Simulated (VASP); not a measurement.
Set up this calculation in VASP 6.6.1, as the native input.

```
Task                   : single point
Functional             : PBE
Potentials or basis    : VASP PAW PBE potentials, release 64 (Te)
Cutoff                 : 520 eV
k mesh                 : 9 × 9 × 6
Occupations            : gaussian, width 0.01 eV
Spin                   : no spin polarisation
Dipole correction      : no
Further INCAR settings : ALGO = Normal; EDIFF = 1e-06; NBANDS = 16
```

The structure of Te lies in POSCAR:

```
Te
1.0
    4.4469268669      0.0000000000      0.0000000000
   -2.2234634334      3.8511516355      0.0000000000
    0.0000000000      0.0000000000      5.9149200000
Te
3
Direct
    0.2690000000      0.0000000000      0.1666666667
    0.0000000000      0.2690000000      0.8333333333
    0.7310000000      0.7310000000      0.5000000000
```

The input as run:

INCAR

```
ALGO = Normal ; EDIFF = 1E-6
ENCUT = 520 ; GGA = PE
ISIF = 2 ; ISMEAR = 0
LASPH = T ; LCHARG = T
LELF = T ; LREAL = F
LVHAR = T ; LWAVE = F
NBANDS = 16 ; NELM = 100
PREC = Accurate ; SIGMA = 0.01
```

KPOINTS

```
k-points
0
Gamma
  9 9 6
```

Potentials or basis: VASP PAW PBE potentials, release 64 (Te).

The run is started by

```sh
$ cat potpaw_PBE.64/Te/POTCAR > POTCAR
$ mpirun -np 1 vasp_std > vasp.out
```

It gave:

| Quantity | Value |
| --- | --- |
| Pressure | 1.7 GPa |
| Largest force | 0.188 eV/Å |
| Band gap on the k mesh | 0.17 eV |

Caveat: spin-orbit coupling is left out, which moves the levels of the heavy elements.

Wall time 72 s on 1 thread of Intel(R) Xeon(R) Platinum 8488C (Sapphire Rapids) (shared host), peak memory 0.27 GiB.
